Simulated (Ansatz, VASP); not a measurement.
## One calculation of KMgF3, two programs

```xyz
5
Lattice="3.9859 0.0000 0.0000 0.0000 3.9859 0.0000 0.0000 0.0000 3.9859" Properties=species:S:1:pos:R:3 pbc="T T T"
K     1.9929    1.6930    1.6930
Mg    0.0000    0.0000    0.0000
F     1.9929    0.0000    0.0000
F     0.0000    1.9929    0.0000
F     0.0000    0.0000    1.9929
```

Alike in both runs: task single point; functional PBE; k mesh 6 × 6 × 6; occupations gaussian, width 0.05 eV; no spin polarisation.

```csv
,VASP,Ansatz
version,VASP 6.6.1,Ansatz 0.2.0
potentials or method,"VASP PAW PBE potentials, release 64 (K_sv, Mg, F), cutoff 520 eV","scalar-relativistic, plane waves, PAW"
valence electrons in the cell,32,40
```

Ansatz gave:

| Quantity | Value |
| --- | --- |
| gap on the k mesh at the Fermi level (eV) | 7.32 |
| least direct gap on the mesh (eV) | 7.65 |
| pressure (GPa) | 6.1 |
| traceless stress, the component that is largest in VASP (GPa) | 2.25 |
| rms of the force components (eV/Å) | 0.427 |

**Question.** Estimate VASP's values.

**Answer.** gap on the k mesh at the Fermi level (eV): 7.29; least direct gap on the mesh (eV): 7.63; pressure (GPa): 5.7; traceless stress, the component that is largest in VASP (GPa): 2.31; rms of the force components (eV/Å): 0.441.

Atom by atom the forces differ by 0.015 eV/Å (rms over components). The functional is the same, so the differences come from potentials, cutoffs and numerics. VASP's potentials hold 32 valence electrons a cell and Ansatz's 40, so a difference there can come from the potentials and not from the codes.
